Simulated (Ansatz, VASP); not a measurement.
## One calculation of Li2H, two programs

Contents of INCAR:

```
SYSTEM = Li2H
PREC = Accurate
ENCUT = 910
EDIFF = 1E-7
ISMEAR = 0
SIGMA = 0.1
LREAL = .FALSE.
LASPH = .TRUE.
NELM = 120
ALGO = Normal
ISIF = 3
LWAVE = .FALSE.
LCHARG = .FALSE.
GGA = PE
IBRION = 2
NSW = 90
EDIFFG = -0.04
GGA_COMPAT = .FALSE.
NELMIN = 4
```

File KPOINTS:

```
regular mesh
0
G
  6 6 4
  0 0 0
```

The input POSCAR:

```
Li2H
1.0
    3.1939784800      0.0000000000      0.0000000000
    0.0000000000      3.1939784800      0.0000000000
    0.0000000000      0.0000000000      5.3201900300
Li H
4 2
Direct
    0.0000000000      0.0000000000      0.0000000000
    0.5000000000      0.5000000000      0.0000000000
    0.5000000000      0.0000000000      0.6700000200
    0.0000000000      0.5000000000      0.3299999800
    0.5000000000      0.0000000000      0.2649999900
    0.0000000000      0.5000000000      0.7350000100
```

Input for Ansatz:

```yaml
crystal:
  lattice:
    - [3.19397848, 0.0, 0.0]
    - [0.0, 3.19397848, 0.0]
    - [0.0, 0.0, 5.32019003]
  atoms:
    - { symbol: Li, position: [0.0, 0.0, 0.0] }
    - { symbol: Li, position: [0.5, 0.5, 0.0] }
    - { symbol: Li, position: [0.5, 0.0, 0.67000002] }
    - { symbol: Li, position: [0.0, 0.5, 0.32999998] }
    - { symbol: H, position: [0.5, 0.0, 0.26499999] }
    - { symbol: H, position: [0.0, 0.5, 0.73500001] }
basis:
  ecutwfc: 420
kpoints:
  mp_grid: { grid: [6, 6, 4] }
hamiltonian:
  xc: pbe
scf:
  occupations: { method: gaussian, width: 0.1 }
  lower_state_search: "off"
output:
  forces: true
  stress: true
  eigenvalues: true
relax:
  adjacent_minimum: "off"
  f_tol: 0.04
  max_steps: 70
  cell: { stress_tol: 0.4 }
```

Change from the starting cell: species swapped into the Mn2As type (P4/nmm, No. 129).

Alike in both runs: task relaxation of cell and atoms; functional PBE; k mesh 6 × 6 × 4; occupations gaussian, width 0.1 eV; no spin polarisation.

|  | VASP | Ansatz |
| --- | --- | --- |
| version | VASP 6.6.1 | Ansatz 0.2.0 |
| potentials or method | VASP PAW PBE potentials, release 64 (Li_sv, H_h), cutoff 910 eV | scalar-relativistic, plane waves, PAW |
| valence electrons in the cell | 14 | 14 |

VASP gave:

```
gap on the k mesh at the Fermi level, each at its own relaxed structure (eV) : none
relaxed volume (Å³/atom)                                                     : 11.24
relaxed cell length with the largest relative difference (Å)                 : 4.198
```

Question: Which values does Ansatz return?

Answer: gap on the k mesh at the Fermi level, each at its own relaxed structure (eV): none; relaxed volume (Å³/atom): 11.42; relaxed cell length with the largest relative difference (Å): 4.239.

A gap of «none» marks a metal or a gap that the smearing closes.

Noted on VASP's run: the volume moved by over 15 % at a fixed basis, so the end points are rough.
